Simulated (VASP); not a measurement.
# AlW (Pnma) in VASP: single point with r2SCAN

Aim: the single point of AlW with r2SCAN.

Program: VASP 6.6.1. These are calculated values, not measurements. Logs are shortened: lines on timing, memory, paths and dates and some standing lists are left out, and cuts for length are marked.

## 1. The cell of the first run

The structure is orthorhombic, space group Pnma (No. 62). Conventional cell: a = 5.610 Å, b = 3.177 Å, c = 6.102 Å, α = 90.00°, β = 90.00°, γ = 90.00°. W (site symmetry m) has 6 Al at 2.31 to 2.94 Å and 6 W at 2.66 to 3.18 Å within 3.2 Å. Al (site symmetry m) has 6 W at 2.31 to 2.94 Å and 6 Al at 3.11 to 3.22 Å within 3.3 Å.

## 2. Single point, r2SCAN, collinear spin

Contents of POSCAR:

```
AlW
1.0
    6.1020840000      0.0000000000      0.0000000000
    0.0000000000      5.6095220000      0.0000000000
    0.0000000000      0.0000000000      3.1771260000
W Al
4 4
Direct
    0.1750000000      0.0000000000      0.2500000000
    0.8250000000      0.0000000000      0.7500000000
    0.6750000000      0.5000000000      0.7500000000
    0.3250000000      0.5000000000      0.2500000000
    0.6200000000      0.2000000000      0.2500000000
    0.3800000000      0.8000000000      0.7500000000
    0.1200000000      0.3000000000      0.7500000000
    0.8800000000      0.7000000000      0.2500000000
```

Contents of INCAR.step1:

```
  ALGO = Normal
  EDIFF = 1E-4
  ENCUT = 520
  GGA = PE
  ISMEAR = -1
  ISPIN = 2
  LASPH = T
  LCHARG = F
  LMAXMIX = 4
  LREAL = F
  LWAVE = T
  MAGMOM = 1 1 1 1 0 0 0 0
  NBANDS = 48
  NELM = 150
  PREC = Accurate
  SIGMA = 0.1
```

Contents of INCAR.step2:

```
  ALGO = Normal
  EDIFF = 1E-6
  ENCUT = 520
  ISIF = 2
  ISMEAR = -1
  ISPIN = 2
  ISTART = 1
  LASPH = T
  LCHARG = T
  LELF = T
  LMAXMIX = 4
  LMIXTAU = T
  LORBIT = 11
  LREAL = F
  LVHAR = T
  LWAVE = F
  MAGMOM = 1 1 1 1 0 0 0 0
  METAGGA = R2SCAN
  NBANDS = 48
  NELM = 150
  PREC = Accurate
  SIGMA = 0.1
```

Contents of KPOINTS:

```
k-points
0
Gamma
  3 4 6
```

Potentials or basis: VASP PAW PBE potentials, release 64 (W_sv, Al).

Launch:

```console
> cat potpaw_PBE.64/W_sv/POTCAR potpaw_PBE.64/Al/POTCAR > POTCAR
> cp INCAR.step1 INCAR
> mpirun -np 1 vasp_std > vasp.out
> cp INCAR.step2 INCAR
> mpirun -np 1 vasp_std > vasp.out
```

OUTCAR:

```text
EDIFF = 1E-6
   ENCUT = 520
   ISIF = 2
   ISMEAR = -1
   ISPIN = 2
   ISTART = 1
   LASPH = T
   LORBIT = 11
   LREAL = F
   METAGGA = R2SCAN
   NELM = 150
   PREC = Accurate

 ion  position               nearest neighbor table
   1  0.175  0.000  0.250-   6 2.31   6 2.31   7 2.34   7 2.34   8 2.46   2 2.66   2 2.66   5 2.94
                             4 2.95   4 2.95
   2  0.825  0.000  0.750-   5 2.31   5 2.31   8 2.34   8 2.34   7 2.46   1 2.66   1 2.66   6 2.94
                             3 2.95   3 2.95
   3  0.675  0.500  0.750-   8 2.31   8 2.31   5 2.34   5 2.34   6 2.46   4 2.66   4 2.66   7 2.94
                             2 2.95   2 2.95
   4  0.325  0.500  0.250-   7 2.31   7 2.31   6 2.34   6 2.34   5 2.46   3 2.66   3 2.66   8 2.94
                             1 2.95   1 2.95
   5  0.620  0.200  0.250-   2 2.31   2 2.31   3 2.34   3 2.34   4 2.46   1 2.94   6 3.11   6 3.11
                             8 3.22   8 3.22
   6  0.380  0.800  0.750-   1 2.31   1 2.31   4 2.34   4 2.34   3 2.46   2 2.94   5 3.11   5 3.11
                             7 3.22   7 3.22
   7  0.120  0.300  0.750-   4 2.31   4 2.31   1 2.34   1 2.34   2 2.46   3 2.94   8 3.11   8 3.11
                             6 3.22   6 3.22
   8  0.880  0.700  0.250-   3 2.31   3 2.31   2 2.34   2 2.34   1 2.46   4 2.94   7 3.11   7 3.11
                             5 3.22   5 3.22

  LATTYP: Found a simple orthorhombic cell.
 ALAT       =     3.1771260000
 B/A-ratio  =     1.7655963283
 C/A-ratio  =     1.9206301544

  Lattice vectors:

 A1 = (   0.0000000000,   0.0000000000,  -3.1771260000)
 A2 = (   0.0000000000,   5.6095220000,   0.0000000000)
 A3 = (   6.1020840000,   0.0000000000,   0.0000000000)

Analysis of symmetry for initial positions (statically):
=====================================================================
 Subroutine PRICEL returns:
 Original cell was already a primitive cell.

 Routine SETGRP: Setting up the symmetry group for a
 simple orthorhombic supercell.

 Subroutine GETGRP returns: Found  8 space group operations
 (whereof  2 operations were pure point group operations)
 out of a pool of  8 trial point group operations.

The static configuration has the point symmetry S_2 .
 The point group associated with its full space group is D_2h.

Analysis of symmetry for dynamics (positions and initial velocities):
=====================================================================
 Subroutine PRICEL returns:
 Original cell was already a primitive cell.

 Routine SETGRP: Setting up the symmetry group for a
 simple orthorhombic supercell.

 Subroutine GETGRP returns: Found  8 space group operations
 (whereof  2 operations were pure point group operations)
 out of a pool of  8 trial point group operations.

The dynamic configuration has the point symmetry S_2 .
 The point group associated with its full space group is D_2h.

Analysis of structural, dynamic, and magnetic symmetry:
=====================================================================
 Subroutine PRICEL returns:
 Original cell was already a primitive cell.

 Routine SETGRP: Setting up the symmetry group for a
 simple orthorhombic supercell.

 Subroutine GETGRP returns: Found  8 space group operations
 (whereof  2 operations were pure point group operations)
 out of a pool of  8 trial point group operations.

The overall configuration has the point symmetry S_2 .
 The point group associated with its full space group is D_2h.

 Subroutine INISYM returns: Found  8 space group operations
 (whereof  2 operations are pure point group operations),
 and found     1 'primitive' translations

----------------------------------------------------------------------------------------

                                     Primitive cell

  volume of cell :     108.7523

  direct lattice vectors                    reciprocal lattice vectors
     6.102084000  0.000000000  0.000000000     0.163878439  0.000000000  0.000000000
     0.000000000  5.609522000  0.000000000     0.000000000  0.178268309  0.000000000
     0.000000000  0.000000000  3.177126000     0.000000000  0.000000000  0.314749871

  length of vectors
     6.102084000  5.609522000  3.177126000     0.163878439  0.178268309  0.314749871

  position of ions in fractional coordinates (direct lattice)
     0.175000000  0.000000000  0.250000000
     0.825000000  0.000000000  0.750000000
     0.675000000  0.500000000  0.750000000
     0.325000000  0.500000000  0.250000000
     0.620000000  0.200000000  0.250000000
     0.380000000  0.800000000  0.750000000
     0.120000000  0.300000000  0.750000000
     0.880000000  0.700000000  0.250000000

  ion indices of the primitive-cell ions
   primitive index   ion index
                 1           1
                 2           2
                 3           3
                 4           4
                 5           5
                 6           6
                 7           7
                 8           8

----------------------------------------------------------------------------------------

 KPOINTS: k-points

Automatic generation of k-mesh.
 Grid dimensions read from file:
 generate k-points for:    3    4    6

 Generating k-lattice:

  Cartesian coordinates                     Fractional coordinates (reciprocal lattice)
     0.054626146  0.000000000  0.000000000     0.333333333  0.000000000  0.000000000
     0.000000000  0.044567077  0.000000000     0.000000000  0.250000000  0.000000000
     0.000000000  0.000000000  0.052458312     0.000000000  0.000000000  0.166666667

  Length of vectors
     0.054626146  0.044567077  0.052458312

  Shift w.r.t. Gamma in fractional coordinates (k-lattice)
     0.000000000  0.000000000  0.000000000

 Subroutine IBZKPT returns following result:
 ===========================================

 Found     24 irreducible k-points:

 Following reciprocal coordinates:
            Coordinates               Weight
  0.000000  0.000000  0.000000      1.000000
  0.333333  0.000000  0.000000      2.000000
  0.000000  0.250000  0.000000      2.000000
  0.333333  0.250000  0.000000      4.000000
  0.000000  0.500000  0.000000      1.000000
  0.333333  0.500000  0.000000      2.000000
[... 16 lines left out ...]
  0.000000  0.500000  0.500000      1.000000
  0.333333  0.500000  0.500000      2.000000
   k-points           NKPTS =     24   k-points in BZ     NKDIM =     24   number of bands    NBANDS=     48
   number of dos      NEDOS =    301   number of ions     NIONS =      8
   total plane-waves  NPLWV =  48384
   dimension x,y,z NGX =    48 NGY =   42 NGZ =   24
   dimension x,y,z NGXF=    96 NGYF=   84 NGZF=   48
   ions per type =               4   4
   NGX,Y,Z   is equivalent  to a cutoff of  13.08, 12.45, 12.56 a.u.
   NGXF,Y,Z  is equivalent  to a cutoff of  26.15, 24.89, 25.12 a.u.
 SYSTEM =  unknown system
   PREC   = accura    normal or accurate (medium, high low for compatibility)
   ISTART =      1    job   : 0-new  1-cont  2-samecut
   ICHARG =      0    charge: 1-file 2-atom 10-const
   ISPIN  =      2    spin polarized calculation?
   LNONCOLLINEAR =      F non collinear calculations
   LSORBIT =      F    spin-orbit coupling
   LASPH  =      T    aspherical Exc in radial PAW
   ENCUT  =  520.0 eV  38.22 Ry    6.18 a.u.  11.35 10.43  5.91*2*pi/ulx,y,z
   NELM   =    150;   NELMIN=  2; NELMDL=  0     # of ELM steps
   EDIFF  = 0.1E-05   stopping-criterion for ELM
   LREAL  =      F    real-space projection
[... 7 lines left out ...]
   TEBEG  =    0.0;   TEEND  =   0.0 temperature during run
   PSTRESS=    0.0 pullay stress
   NELECT =      68.0000    total number of electrons
   NUPDOWN=      -1.0000    fix difference up-down
   EMIN   =  10.00;   EMAX   =-10.00  energy-range for DOS
   EFERMI =   0.00;   METHOD = LEGACY
   ISMEAR =    -1;   SIGMA  =   0.10  broadening in eV -4-tet -1-fermi 0-gaus
   EFERMI_NEDOS =   21; number of points for ismear=-14 and -15
   IALGO  =     38    algorithm
   IMIX   =      4    mixing-type and parameters
     AMIX     =   0.40;   BMIX     =  1.00
     AMIX_MAG =   1.60;   BMIX_MAG =  1.00
  volume/ion in A,a.u.               =      13.59        91.74
  Fermi-wavevector in a.u.,A,eV,Ry     =   1.399904  2.645435 26.663769  1.959732
  Thomas-Fermi vector in A             =   2.522918
   LORBIT       =     11    0 simple, 1 ext, 2 COOP (PROOUT), +10 PAW based schemes
   METAGGA = R2SCAN    functional components
   LHFCALC =     F    Hartree Fock is set to
   AEXX    =    0.0000 exact exchange contribution
   IVDW    =     0    specifies the selected vdW correction
   LEPSILON=     F    determine dielectric tensor
   LRPA    =     F    only Hartree local field effects (RPA)
 spin polarized calculation
  energy-cutoff  :      520.00
  volume of cell :      108.75
 maximum number of plane-waves:      2950
 NGX is ok and might be reduce to    48
   NGX = 23   NGY = 21   NGZ = 11

 number of electron      67.9999988 magnetization       0.0000006

 number of electron      67.9999988 magnetization      -0.0000035

 Free energy of the ion-electron system (eV)
  ---------------------------------------------------
  ext. energy  EPLUGINS =         0.00000000
  ---------------------------------------------------
  free energy    TOTEN  =      -220.56943361 eV

  energy without entropy =     -220.41375060  energy(sigma->0) =     -220.49159210

 E-fermi :  10.7192     XC(G=0): -13.6569

 val. band max:       10.6892912353   @ k =   0.0000   0.2500   0.0000
 cond. band min:      10.7516741525   @ k =   0.0000   0.5000   0.0000
 fundamental gap:      0.0623829173
 Fermi energy:        10.7191748279

 spin component 1

 k-point     1 :       0.0000    0.0000    0.0000
  band No.  band energies     occupation
      1     -64.0642      1.00000
      2     -64.0347      1.00000
      3     -63.9654      1.00000
      4     -63.9363      1.00000
      5     -28.2321      1.00000
      6     -28.2134      1.00000
[... 38 lines left out ...]
     45      16.2452      0.00000
     46      19.3712      0.00000
[... 1085 lines left out ...]
      5     -28.2663      1.00000
      6     -28.2663      1.00000
[... 38 lines left out ...]
     45      18.3908      0.00000
     46      18.3908      0.00000
 Fermi energy:        10.7191748279

 spin component 2

 k-point     1 :       0.0000    0.0000    0.0000
  band No.  band energies     occupation
      1     -64.0642      1.00000
      2     -64.0347      1.00000
      3     -63.9654      1.00000
      4     -63.9363      1.00000
      5     -28.2321      1.00000
      6     -28.2134      1.00000
[... 38 lines left out ...]
     45      16.2452      0.00000
     46      19.3712      0.00000
[... 1085 lines left out ...]
      5     -28.2663      1.00000
      6     -28.2663      1.00000
[... 38 lines left out ...]
     45      18.3908      0.00000
     46      18.3908      0.00000
 [bands above 46 left out]

------------------------ aborting loop because EDIFF is reached ----------------------------------------

  FORCE on cell =-STRESS in cart. coord.  units (eV):
  Direction    XX          YY          ZZ          XY          YZ          ZX
  --------------------------------------------------------------------------------------
  -------------------------------------------------------------------------------------
  Total       27.2422442     54.2065787     54.3540661      0.0000000      0.0000000      0.0000000
  in kB      401.3423492    798.5904342    800.7632706      0.0000000      0.0000000      0.0000000
  external PRESSURE =     666.8986847 kB  Pullay stress =       0.0000000 kB

 VOLUME and BASIS-vectors are now :
 -----------------------------------------------------------------------------
  energy-cutoff  :      520.00
  volume of cell :      108.75
      direct lattice vectors                 reciprocal lattice vectors
     6.102084000  0.000000000  0.000000000     0.163878439  0.000000000  0.000000000
     0.000000000  5.609522000  0.000000000     0.000000000  0.178268309  0.000000000
     0.000000000  0.000000000  3.177126000     0.000000000  0.000000000  0.314749871

 POSITION                                       TOTAL-FORCE (eV/Angst)
 -----------------------------------------------------------------------------------
      1.06786      0.00000      0.79428        -1.690086      0.310660     -0.000000
      5.03422      0.00000      2.38284         1.690086     -0.310660      0.000000
      4.11891      2.80476      2.38284        -1.690086     -0.310660     -0.000000
      1.98318      2.80476      0.79428         1.690086      0.310660      0.000000
      3.78329      1.12190      0.79428        -3.456627     -2.333684     -0.000000
      2.31879      4.48762      2.38284         3.456627      2.333684      0.000000
      0.73225      1.68286      2.38284        -3.456627      2.333684      0.000000
      5.36983      3.92667      0.79428         3.456627     -2.333684     -0.000000
 -----------------------------------------------------------------------------------
    total drift:                                0.000000      0.000000     -0.000000

  FREE ENERGIE OF THE ION-ELECTRON SYSTEM (eV)
  ---------------------------------------------------
  free  energy   TOTEN  =      -220.5694336125 eV

  energy  without entropy=     -220.4137505957  energy(sigma->0) =     -220.49159210

 total charge

# of ion       s       p       d       tot
------------------------------------------
    1        2.430   6.336   3.827  12.593
    2        2.430   6.336   3.827  12.593
    3        2.430   6.336   3.827  12.593
    4        2.430   6.336   3.827  12.593
    5        0.515   0.568   0.000   1.083
    6        0.515   0.568   0.000   1.083
    7        0.515   0.568   0.000   1.083
    8        0.515   0.568   0.000   1.083
--------------------------------------------------
tot         11.780  27.616  15.309  54.705

 magnetization (x)

# of ion       s       p       d       tot
------------------------------------------
    1        0.000   0.000   0.000   0.000
    2        0.000   0.000   0.000   0.000
    3        0.000   0.000   0.000   0.000
    4        0.000   0.000   0.000   0.000
    5        0.000   0.000   0.000   0.000
    6        0.000   0.000   0.000   0.000
    7        0.000   0.000   0.000   0.000
    8        0.000   0.000   0.000   0.000
--------------------------------------------------
tot          0.000   0.000   0.000   0.000
```

Run time: 3.9 min. Hardware: 1 thread of Intel Xeon 6975P-C (Granite Rapids), shared host; peak memory 0.37 GiB.

Results:

```
Free energy                                           : -220.5694 eV
Pressure                                              : 66.7 GPa
Largest force                                         : 4.171 eV/Å
Band gap on the k mesh                                : zero (filled and empty bands overlap)
Net moment                                            : 0.00 μB per cell
Valence electrons inside the program's atomic spheres : W 12.59; Al 1.08
```

Forces in eV/Å, atoms in the order of the input:
```
W   -1.690  0.311  0.000
W    1.690 -0.311  0.000
W   -1.690 -0.311  0.000
W    1.690  0.311  0.000
Al  -3.457 -2.334  0.000
Al   3.457  2.334  0.000
Al  -3.457  2.334  0.000
Al   3.457 -2.334  0.000
```

Caveat: the stress differs along the axes, from 40 to 80 GPa; the PAW data sets were made with another functional, which shifts forces and pressure a little; spin-orbit coupling is left out, which moves the levels of the heavy elements.

The gap in the log of VASP goes by the Fermi energy; the results here count the filled bands.